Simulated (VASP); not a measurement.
# SbMo (P6_3/mmc) in VASP: single point with PBE

Aim: the single point of SbMo with PBE.

Everything below comes from runs of VASP 6.6.1. Logs are shortened: lines on timing, memory, paths and dates and some standing lists are left out, and cuts for length are marked.

**1. The cell of the first run**

It takes space group P6_3/mmc (No. 194, hexagonal). The conventional cell has a = 4.358 Å, b = 4.358 Å, c = 5.253 Å, α = 90.00°, β = 90.00°, γ = 120.00°. Mo (site symmetry -3m) has 2 Mo at 2.63 Å and 6 Sb at 2.84 Å within 3.5 Å. Within 3.7 Å of Sb (site symmetry -6m2) lie 6 Mo at 2.84 Å and 6 Sb at 3.64 Å.

**2. Single point, PBE**

File POSCAR:

```
SbMo
1.0
    4.3582954797      0.0000000000      0.0000000000
   -2.1791477398      3.7743946027      0.0000000000
    0.0000000000      0.0000000000      5.2527398165
Mo Sb
2 2
Direct
    0.0000000000      0.0000000000      0.0000000000
    0.0000000000      0.0000000000      0.5000000000
    0.3333333333      0.6666666667      0.2500000000
    0.6666666667      0.3333333333      0.7500000000
```

File INCAR.step1:

```
ALGO = Normal
EDIFF = 1E-6
ENCUT = 520
GGA = PE
ISIF = 2
ISMEAR = 0
LASPH = True
LCHARG = True
LMAXMIX = 4
LREAL = False
LWAVE = False
NBANDS = 27
NELM = 100
PREC = Accurate
SIGMA = 0.05
```

File KPOINTS.step1:

```
k-points
0
Gamma
  10 10 6
```

File INCAR.step2:

```
ALGO = Normal
EDIFF = 1E-6
ENCUT = 520
GGA = PE
ICHARG = 11
ISIF = 2
ISMEAR = -5
LASPH = True
LCHARG = False
LMAXMIX = 4
LORBIT = 11
LREAL = False
LWAVE = False
NEDOS = 1001
NELM = 100
PREC = Accurate
SIGMA = 0.05
```

File KPOINTS.step2:

```
k-points
0
Gamma
  15 15 9
```

Potentials or basis: VASP PAW PBE potentials, release 64 (Mo_sv, Sb).

Command:

```console
$ cat potpaw_PBE.64/Mo_sv/POTCAR potpaw_PBE.64/Sb/POTCAR > POTCAR
$ cp INCAR.step1 INCAR
$ cp KPOINTS.step1 KPOINTS
$ mpirun -np 1 vasp_std > vasp.out
$ cp INCAR.step2 INCAR
$ cp KPOINTS.step2 KPOINTS
$ mpirun -np 1 vasp_std > vasp.out
```

OUTCAR:

```text
EDIFF = 1E-6
   ENCUT = 520
   GGA = PE
   ICHARG = 11
   ISIF = 2
   ISMEAR = -5
   LASPH = True
   LORBIT = 11
   LREAL = False
   NELM = 100
   PREC = Accurate

 ion  position               nearest neighbor table
   1  0.000  0.000  0.000-   2 2.63   2 2.63   4 2.84   3 2.84   4 2.84   3 2.84   4 2.84   3 2.84

   2  0.000  0.000  0.500-   1 2.63   1 2.63   4 2.84   3 2.84   4 2.84   3 2.84   4 2.84   3 2.84

   3  0.333  0.667  0.250-   1 2.84   2 2.84   1 2.84   2 2.84   1 2.84   2 2.84   4 3.64   4 3.64
                             4 3.64   4 3.64   4 3.64   4 3.64
   4  0.667  0.333  0.750-   1 2.84   2 2.84   1 2.84   2 2.84   1 2.84   2 2.84   3 3.64   3 3.64
                             3 3.64   3 3.64   3 3.64   3 3.64

  LATTYP: Found a hexagonal cell.
 ALAT       =     4.3582954797
 C/A-ratio  =     1.2052280165

  Lattice vectors:

 A1 = (   4.3582954797,   0.0000000000,   0.0000000000)
 A2 = (  -2.1791477398,   3.7743946027,   0.0000000000)
 A3 = (   0.0000000000,   0.0000000000,   5.2527398165)

Analysis of symmetry for initial positions (statically):
=====================================================================
 Subroutine PRICEL returns:
 Original cell was already a primitive cell.

 Routine SETGRP: Setting up the symmetry group for a
 hexagonal supercell.

 Subroutine GETGRP returns: Found 24 space group operations
 (whereof 12 operations were pure point group operations)
 out of a pool of 24 trial point group operations.

The static configuration has the point symmetry D_3d.
 The point group associated with its full space group is D_6h.

Analysis of symmetry for dynamics (positions and initial velocities):
=====================================================================
 Subroutine PRICEL returns:
 Original cell was already a primitive cell.

 Routine SETGRP: Setting up the symmetry group for a
 hexagonal supercell.

 Subroutine GETGRP returns: Found 24 space group operations
 (whereof 12 operations were pure point group operations)
 out of a pool of 24 trial point group operations.

The dynamic configuration has the point symmetry D_3d.
 The point group associated with its full space group is D_6h.

 Subroutine INISYM returns: Found 24 space group operations
 (whereof 12 operations are pure point group operations),
 and found     1 'primitive' translations

----------------------------------------------------------------------------------------

[... 105 lines left out ...]
   ISYM   =      2    0-nonsym 1-usesym 2-fastsym
   POTIM  = 0.5000    time-step for ionic-motion
   TEBEG  =    0.0;   TEEND  =   0.0 temperature during run
   PSTRESS=    0.0 pullay stress
   NELECT =      38.0000    total number of electrons
   NUPDOWN=      -1.0000    fix difference up-down
   EMIN   =  10.00;   EMAX   =-10.00  energy-range for DOS
   EFERMI =   0.00;   METHOD = LEGACY
   ISMEAR =    -5;   SIGMA  =   0.05  broadening in eV -4-tet -1-fermi 0-gaus
   EFERMI_NEDOS =   21; number of points for ismear=-14 and -15
   IALGO  =     38    algorithm
   IMIX   =      4    mixing-type and parameters
     AMIX     =   0.40;   BMIX     =  1.00
     AMIX_MAG =   1.60;   BMIX_MAG =  1.00
  volume/ion in A,a.u.               =      21.60       145.78
  Fermi-wavevector in a.u.,A,eV,Ry     =   1.244952  2.352619 21.087757  1.549906
  Thomas-Fermi vector in A             =   2.379196
   LORBIT       =     11    0 simple, 1 ext, 2 COOP (PROOUT), +10 PAW based schemes
   GGA     = PE    functional components
   LHFCALC =     F    Hartree Fock is set to
   AEXX    =    0.0000 exact exchange contribution
   IVDW    =     0    specifies the selected vdW correction
   LEPSILON=     F    determine dielectric tensor
   LRPA    =     F    only Hartree local field effects (RPA)
 non-spin polarized calculation
 Fermi weights with tetrahedron method with Bloechl corrections
  energy-cutoff  :      520.00
  volume of cell :       86.41
 maximum number of plane-waves:      2342

 number of electron      38.0000003 magnetization

 Free energy of the ion-electron system (eV)
  ---------------------------------------------------
  ext. energy  EPLUGINS =         0.00000000
  ---------------------------------------------------
  free energy    TOTEN  =       -28.94556028 eV

  energy without entropy =      -28.94556028  energy(sigma->0) =      -28.94556028

 E-fermi :   9.2634     XC(G=0): -11.2197

 val. band max:        9.3010354336   @ k =   0.2000   0.0667   0.0000
 cond. band min:       9.2560591917   @ k =   0.4000   0.0000   0.4444
 fundamental gap:     -0.0449762419
 Fermi energy:         9.2633709679

 k-point     1 :       0.0000    0.0000    0.0000
  band No.  band energies     occupation
      1     -51.4016      2.00000
      2     -51.2281      2.00000
      3     -26.1288      2.00000
      4     -25.5130      2.00000
      5     -25.5130      2.00000
      6     -25.3506      2.00000
[... 613 lines left out ...]
     22      11.4273      0.00000
     23      11.5685      0.00000

 [... further k-points ...]

------------------------ aborting loop because EDIFF is reached ----------------------------------------

  FORCE on cell =-STRESS in cart. coord.  units (eV):
  Direction    XX          YY          ZZ          XY          YZ          ZX
  --------------------------------------------------------------------------------------
  -------------------------------------------------------------------------------------
  Total       -0.7832820     -0.7832820      0.3532550     -0.0000000      0.0000000      0.0000000
  in kB      -14.5237531    -14.5237531      6.5501175     -0.0000000      0.0000000      0.0000000
  external PRESSURE =      -7.4991296 kB  Pullay stress =       0.0000000 kB

 VOLUME and BASIS-vectors are now :
 -----------------------------------------------------------------------------
  energy-cutoff  :      520.00
  volume of cell :       86.41
      direct lattice vectors                 reciprocal lattice vectors
     4.358295480  0.000000000  0.000000000     0.229447500  0.132471576  0.000000000
    -2.179147740  3.774394603  0.000000000     0.000000000  0.264943151  0.000000000
     0.000000000  0.000000000  5.252739817     0.000000000  0.000000000  0.190376839

 POSITION                                       TOTAL-FORCE (eV/Angst)
 -----------------------------------------------------------------------------------
      0.00000      0.00000      0.00000        -0.000000     -0.000000      0.000000
      0.00000      0.00000      2.62637         0.000000     -0.000000      0.000000
     -0.00000      2.51626      1.31318         0.000000     -0.000000     -0.000000
      2.17915      1.25813      3.93955        -0.000000      0.000000      0.000000
 -----------------------------------------------------------------------------------
    total drift:                                0.000000     -0.000000      0.000000

  FREE ENERGIE OF THE ION-ELECTRON SYSTEM (eV)
  ---------------------------------------------------
  free  energy   TOTEN  =       -28.9455602773 eV

  energy  without entropy=      -28.9455602773  energy(sigma->0) =      -28.94556028

 total charge

# of ion       s       p       d       tot
------------------------------------------
    1        2.301   6.135   4.015  12.452
    2        2.301   6.135   4.015  12.452
    3        1.112   1.301   0.064   2.477
    4        1.112   1.301   0.064   2.477
--------------------------------------------------
tot          6.826  14.872   8.160  29.858
```

OUTCAR.step1:

```text
EDIFF = 1E-6
   ENCUT = 520
   GGA = PE
   ISIF = 2
[... 956 lines left out ...]
      0.00000      0.00000      0.00000        -0.000000      0.000000     -0.000000
      0.00000      0.00000      2.62637         0.000000      0.000000     -0.000000
     -0.00000      2.51626      1.31318         0.000000     -0.000000     -0.000000
      2.17915      1.25813      3.93955        -0.000000      0.000000      0.000000
 -----------------------------------------------------------------------------------
    total drift:                                0.000000     -0.000000      0.000000

  FREE ENERGIE OF THE ION-ELECTRON SYSTEM (eV)
  ---------------------------------------------------
  free  energy   TOTEN  =       -28.9438406082 eV

  energy  without entropy=      -28.9406868204  energy(sigma->0) =      -28.94226371
```

OSZICAR.step1:

```text
N       E                     dE             d eps       ncg     rms          rms(c)
DAV:   1     0.325380968399E+03    0.32538E+03   -0.19470E+04  3376   0.130E+03
DAV:   2    -0.177380532819E+02   -0.34312E+03   -0.33557E+03  3706   0.364E+02
DAV:   3    -0.296058479522E+02   -0.11868E+02   -0.11553E+02  3744   0.641E+01
DAV:   4    -0.297971509674E+02   -0.19130E+00   -0.19069E+00  3845   0.890E+00
DAV:   5    -0.297992226210E+02   -0.20717E-02   -0.20712E-02  3528   0.900E-01    0.161E+01
DAV:   6    -0.290937481227E+02    0.70547E+00   -0.33384E+00  3283   0.115E+01    0.455E+00
DAV:   7    -0.289736058103E+02    0.12014E+00   -0.38542E-01  3302   0.334E+00    0.347E+00
DAV:   8    -0.289438993806E+02    0.29706E-01   -0.10423E-01  3323   0.205E+00    0.470E-01
DAV:   9    -0.289437289673E+02    0.17041E-03   -0.43342E-03  3937   0.389E-01    0.194E-01
DAV:  10    -0.289438105253E+02   -0.81558E-04   -0.89280E-04  3304   0.214E-01    0.459E-02
DAV:  11    -0.289438392346E+02   -0.28709E-04   -0.52985E-05  3274   0.490E-02    0.105E-02
DAV:  12    -0.289438412505E+02   -0.20159E-05   -0.12064E-05  2965   0.191E-02    0.432E-03
DAV:  13    -0.289438406082E+02    0.64229E-06   -0.15426E-06  2478   0.659E-03
   1 F= -.28943841E+02 E0= -.28942264E+02  d E =-.315379E-02
```

Run time: 4.5 min. Hardware: 1 thread of Intel Xeon 8259CL, shared host; peak memory 0.37 GiB.

What came out:

```yaml
Valence_electrons_inside_the_program's_atomic_spheres: Mo 12.45; Sb 2.48
```

Caveat: spin-orbit coupling is left out, which moves the levels of the heavy elements.
